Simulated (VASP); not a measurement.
TlSbO2:

```
Tl Sb O
1.0
     1.75812    1.01505    6.47594
    -1.75812    1.01505    6.47594
     0.00000   -2.03010    6.47594
Tl Sb O
1 1 2
Cartesian
  1.7581 1.0151 6.4759
  0.0000 0.0000 9.7139
  0.0000 0.0000 4.4125
  0.0000 0.0000 15.0153
```

Base run:

```yaml
Program: VASP 6.6.1
Functional: r2SCAN
Potentials_or_basis: VASP PAW PBE potentials, release 64 (Tl_d, Sb, O)
Cutoff: 520 eV
k_mesh: 8 × 8 × 8
Occupations: fermi-dirac, width 0.02 eV
Spin: no spin polarisation
```

Its results: band gap on the k mesh zero (bands 15 and 16 overlap by 0.08 eV); pressure -0.6 GPa; largest force 0.051 eV/Å.

Problem. The run is repeated on the same cell with these changes: functional from r2SCAN to LDA; potentials or basis from VASP PAW PBE potentials, release 64 (Tl_d, Sb, O) to VASP PAW LDA potentials, release 64 (Tl_d, Sb, O). What comes out?

Solution. Band gap on the k mesh zero (bands 15 and 16 overlap by 0.16 eV); pressure -4.9 GPa; largest force 0.060 eV/Å.

Caveats: spin-orbit coupling is left out, which moves the levels of the heavy elements; the PAW data sets were made with another functional, which shifts forces and pressure a little (at least some runs); the cell stands under tension (at least some runs).
